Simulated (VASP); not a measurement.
# Al in VASP: further runs, part 2 of 2

VASP 6.6.1.

## 4. Single point, LDA

Input file INCAR:

```
SYSTEM = Al
PREC = Accurate
ENCUT = 520
EDIFF = 1E-7
ISMEAR = 0
SIGMA = 0.1
LREAL = .FALSE.
LASPH = .TRUE.
NELM = 80
ALGO = Normal
ISIF = 2
LWAVE = .FALSE.
LCHARG = .TRUE.
LDIPOL = .TRUE.
IDIPOL = 3
DIPOL = 0.5 0.5 0.330
GGA = CA
LELF = .TRUE.
LVHAR = .TRUE.
LVACPOTAV = .TRUE.
NBANDS = 32
```

Input file KPOINTS:

```
Automatic mesh
0
G
  6 6 1
  0 0 0
```

Input file POSCAR:

```
Al
1.0
    5.6336864727      0.0000000000      0.0000000000
   -2.8168432363      4.8789156023      0.0000000000
    0.0000000000      0.0000000000     20.0321727095
Al
13
Direct
    0.3333333333      0.1666666667      0.1996787896
    0.3333333333      0.6666666667      0.1996787896
    0.8333333333      0.1666666667      0.1996787896
    0.8333333333      0.6666666667      0.1996787896
    0.1666666667      0.3333333333      0.3128097176
    0.1666666667      0.8333333333      0.3128097176
    0.6666666667      0.3333333333      0.3128097176
    0.6666666667      0.8333333333      0.3128097176
    0.0000000000      0.0000000000      0.4259234799
    0.0000000000      0.5000000000      0.4259234799
    0.5000000000      0.0000000000      0.4259234799
    0.5000000000      0.5000000000      0.4259234799
    0.2500000000      0.1666666667      0.5361780174
```

Potentials or basis: VASP PAW LDA potentials, release 64 (Al).

The run is started by

```bash
$ cat potpaw_LDA.64/Al/POTCAR > POTCAR
$ mpirun -np 1 vasp_std > vasp.out
```

OUTCAR:

```text
SYSTEM = Al
   PREC = Accurate
   ENCUT = 520
   EDIFF = 1E-7
   ISMEAR = 0
   LREAL = .FALSE.
   LASPH = .TRUE.
   NELM = 80
   ISIF = 2
   GGA = CA

 ion  position               nearest neighbor table
   1  0.333  0.167  0.200-   5 2.79   6 2.79   7 2.79   2 2.82   2 2.82   3 2.82   3 2.82   4 2.82
                             4 2.82
   2  0.333  0.667  0.200-   6 2.79   5 2.79   8 2.79   1 2.82   1 2.82   4 2.82   4 2.82   3 2.82
                             3 2.82
   3  0.833  0.167  0.200-   7 2.79   8 2.79   5 2.79   4 2.82   4 2.82   1 2.82   1 2.82   2 2.82
                             2 2.82
   4  0.833  0.667  0.200-   8 2.79   7 2.79   6 2.79   3 2.82   3 2.82   2 2.82   2 2.82   1 2.82
                             1 2.82
   5  0.167  0.333  0.313-   9 2.79  12 2.79  10 2.79   1 2.79   2 2.79   3 2.79   6 2.82   6 2.82
                             7 2.82   7 2.82   8 2.82   8 2.82
   6  0.167  0.833  0.313-  10 2.79  11 2.79   9 2.79   2 2.79   1 2.79   4 2.79   5 2.82   5 2.82
                             8 2.82   8 2.82   7 2.82   7 2.82
   7  0.667  0.333  0.313-  11 2.79  10 2.79  12 2.79   3 2.79   4 2.79   1 2.79   8 2.82   8 2.82
                             5 2.82   5 2.82   6 2.82   6 2.82
   8  0.667  0.833  0.313-  12 2.79   9 2.79  11 2.79   4 2.79   3 2.79   2 2.79   7 2.82   7 2.82
                             6 2.82   6 2.82   5 2.82   5 2.82
   9  0.000  0.000  0.426-  13 2.53   5 2.79   8 2.79   6 2.79  10 2.82  10 2.82  11 2.82  11 2.82
                            12 2.82  12 2.82
  10  0.000  0.500  0.426-   6 2.79   7 2.79   5 2.79   9 2.82   9 2.82  12 2.82  12 2.82  11 2.82
                            11 2.82
  11  0.500  0.000  0.426-   7 2.79   6 2.79   8 2.79  12 2.82  12 2.82   9 2.82   9 2.82  10 2.82
                            10 2.82  13 3.01
  12  0.500  0.500  0.426-  13 2.78   8 2.79   5 2.79   7 2.79  11 2.82  11 2.82  10 2.82  10 2.82
                             9 2.82   9 2.82
  13  0.250  0.167  0.536-   9 2.53  12 2.78  11 3.01

  LATTYP: Found a hexagonal cell.
 ALAT       =     5.6336864727
 C/A-ratio  =     3.5557840868

  Lattice vectors:

 A1 = (   5.6336864727,   0.0000000000,   0.0000000000)
 A2 = (  -2.8168432363,   4.8789156023,   0.0000000000)
 A3 = (   0.0000000000,   0.0000000000,  20.0321727095)

[... 189 lines left out ...]
  ---------------------------------------------------
  ext. energy  EPLUGINS =         0.00000000
  ---------------------------------------------------
  free energy    TOTEN  =       -50.18748962 eV

  energy without entropy =      -50.16924675  energy(sigma->0) =      -50.17836819

 E-fermi :   0.3899     XC(G=0):  -5.0449

 val. band max:        0.3834754735   @ k =  -0.3333   0.1667   0.0000
 cond. band min:       0.4212805004   @ k =  -0.1667   0.3333   0.0000
 fundamental gap:      0.0378050269
 Fermi energy:         0.3899438078

 k-point     1 :       0.0000    0.0000    0.0000
  band No.  band energies     occupation
      1     -10.4034      2.00000
      2      -8.7278      2.00000
      3      -6.2661      2.00000
      4      -4.4957      2.00000
      5      -4.3884      2.00000
      6      -4.3833      2.00000
[... 669 lines left out ...]
     30       3.5522      0.00000
     31       3.8191      0.00000
 [bands above 31 left out]

------------------------ aborting loop because EDIFF is reached ----------------------------------------

  FORCE on cell =-STRESS in cart. coord.  units (eV):
  Direction    XX          YY          ZZ          XY          YZ          ZX
  --------------------------------------------------------------------------------------
  -------------------------------------------------------------------------------------
  Total       -3.1069482     -2.9941538      1.5571194      0.2696606      0.5646973      0.8190724
  in kB       -9.0406688     -8.7124571      4.5309415      0.7846647      1.6431691      2.3833556
  external PRESSURE =      -4.4073948 kB  Pullay stress =       0.0000000 kB

 VOLUME and BASIS-vectors are now :
 -----------------------------------------------------------------------------
  energy-cutoff  :      520.00
  volume of cell :      550.61
      direct lattice vectors                 reciprocal lattice vectors
     5.633686473  0.000000000  0.000000000     0.177503666  0.102481789  0.000000000
    -2.816843236  4.878915602  0.000000000     0.000000000  0.204963578  0.000000000
     0.000000000  0.000000000 20.032172709     0.000000000  0.000000000  0.049919697

 POSITION                                       TOTAL-FORCE (eV/Angst)
 -----------------------------------------------------------------------------------
      1.40842      0.81315      4.00000        -0.032300      0.002601     -0.139582
     -0.00000      3.25261      4.00000        -0.015964     -0.015243     -0.062484
      4.22526      0.81315      4.00000         0.008660      0.012847     -0.088167
      2.81684      3.25261      4.00000         0.007354     -0.000624     -0.108385
      0.00000      1.62631      6.26626        -0.001671     -0.006282     -0.045710
     -1.40842      4.06576      6.26626         0.012528      0.003033     -0.007373
      2.81684      1.62631      6.26626         0.003650     -0.022804      0.018205
      1.40842      4.06576      6.26626         0.022028      0.006660      0.145076
      0.00000      0.00000      8.53217        -0.304560     -0.297027     -0.480969
     -1.40842      2.43946      8.53217         0.073347     -0.010587      0.263868
      2.81684      0.00000      8.53217        -0.147407      0.069694      0.312461
      1.40842      2.43946      8.53217         0.032050      0.022850      0.188802
      0.93895      0.81315     10.74081         0.342285      0.234880      0.004258
 -----------------------------------------------------------------------------------
    total drift:                                0.000022     -0.000006      0.000136

  FREE ENERGIE OF THE ION-ELECTRON SYSTEM (eV)
  ---------------------------------------------------
  free  energy   TOTEN  =       -50.1874896241 eV

  energy  without entropy=      -50.1692467516  energy(sigma->0) =      -50.17836819

 vacuum level on the upper side and lower side of the slab         4.881         4.589
```

stdout:

```text
POSCAR found type information on POSCAR Al
 POSCAR found :  1 types and      13 ions
 scaLAPACK will be used
 LDA part: xc-table for (Slater(with rela. corr.)+CA(PZ))
 , standard interpolation
 POSCAR, INCAR and KPOINTS ok, starting setup
 FFT: planning ... GRIDC
 FFT: planning ... GRID_SOFT
 FFT: planning ... GRID
 WAVECAR not read
 entering main loop
 -----------------------------------------------------------------------------
|                                                                             |
|           W    W    AA    RRRRR   N    N  II  N    N   GGGG   !!!           |
|           W    W   A  A   R    R  NN   N  II  NN   N  G    G  !!!           |
|           W    W  A    A  R    R  N N  N  II  N N  N  G       !!!           |
|           W WW W  AAAAAA  RRRRR   N  N N  II  N  N N  G  GGG   !            |
|           WW  WW  A    A  R   R   N   NN  II  N   NN  G    G                |
|           W    W  A    A  R    R  N    N  II  N    N   GGGG   !!!           |
|                                                                             |
|     Did not find any points to average over, which means that no vacuum     |
|     field-free region was found. Please increase the size of  your cell     |
|     in the dimension of the dipole correction to obtain accurate            |
|     workfunction values.                                                    |
|                                                                             |
 -----------------------------------------------------------------------------
```

Wall time 7.6 min (1 thread of Intel Xeon 6975P-C (Granite Rapids), shared host); peak memory 0.55 GiB.

Results:

| Property | Result |
| --- | --- |
| Free energy | -50.1875 eV |
| Largest force | 0.642 eV/Å |
| Band gap on the k mesh | zero (an odd number of electrons rules out a gap without spin polarisation) |

Forces in eV/Å, atoms in the order of the input:
```
Al  -0.032  0.003 -0.140
Al  -0.016 -0.015 -0.062
Al   0.009  0.013 -0.088
Al   0.007 -0.001 -0.108
Al  -0.002 -0.006 -0.046
Al   0.013  0.003 -0.007
Al   0.004 -0.023  0.018
Al   0.022  0.007  0.145
Al  -0.305 -0.297 -0.481
Al   0.073 -0.011  0.264
Al  -0.147  0.070  0.312
Al   0.032  0.023  0.189
Al   0.342  0.235  0.004
```

Levels at points of the mesh, in eV from the Fermi level:
```tsv
k point	band 16	band 17	band 18	band 19	band 20	band 21	band 22	band 23
(0.00, 0.00, 0.00)	-2.73	-1.87	-0.85	-0.64	-0.56	-0.27	-0.18	-0.08
(0.50, 0.00, 0.00)	-0.50	-0.47	-0.26	-0.16	0.51	0.70	0.90	1.02
(0.00, 0.50, 0.00)	-0.51	-0.47	-0.26	-0.17	0.46	0.76	0.93	1.04
(0.50, 0.50, 0.00)	-0.50	-0.47	-0.25	-0.20	0.40	0.77	1.01	1.08
```

## 5. The runs side by side

| cell | gap on the mesh (eV) | largest force (eV/Å) |
| --- | --- | --- |
| as given, atomic positions A | none | 0.91 |
| as given, atomic positions B | none | 0.74 |
| as given, atomic positions C | none | 0.64 |

Alike in all rows: task single point; level LDA; potentials or basis VASP PAW LDA potentials, release 64 (Al); no spin polarisation; k mesh 6 × 6 × 1; cutoff (eV) 520; smearing gaussian 0.1 eV.

Absolute energies hang on the potentials; compare differences alone.

The gap in the log of VASP goes by the Fermi energy; the results here count the filled bands.